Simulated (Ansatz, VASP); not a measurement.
# Two plane-wave programs on Sc2NF3

```
Sc N F
1.0
     5.35536    0.00000   -0.73384
     0.00000    5.42367    0.00000
    -1.89136    0.00000    5.96686
Sc N F
4 2 6
Direct
  0.07319 0.42946 0.67111
  0.92681 0.92946 0.32889
  0.59700 0.98760 0.67092
  0.40300 0.48760 0.32908
  0.75529 0.70855 0.51061
  0.24471 0.20855 0.48939
  0.92845 0.20881 0.85949
  0.07155 0.70881 0.14051
  0.39099 0.45690 0.99967
  0.60901 0.95690 0.00033
  0.70776 0.20868 0.41481
  0.29224 0.70868 0.58519
```

Alike in both runs: functional PBE; k mesh 6 × 4 × 4; occupations gaussian, width 0.02 eV; no spin polarisation.

Ansatz relaxed the structure, and its values are those at the end. VASP's run is a single point on that final structure, the one shown.

```csv
,VASP,Ansatz
version,VASP 6.6.1,Ansatz 0.2.0
potentials or method,"VASP PAW PBE potentials, release 64 (Sc_sv, N, F), cutoff 520 eV","scalar-relativistic, plane waves, PAW"
valence electrons in the cell,96,96
```

```tsv
	VASP	Ansatz	Ansatz less VASP
gap on the k mesh at the Fermi level (eV)	3.01	3.03	+0.016
least direct gap on the mesh (eV)	3.10	3.11	+0.016
pressure (GPa)	0.6	0.0	-0.58
rms of the force components (eV/Å)	0.023	0.002	-0.0214
```
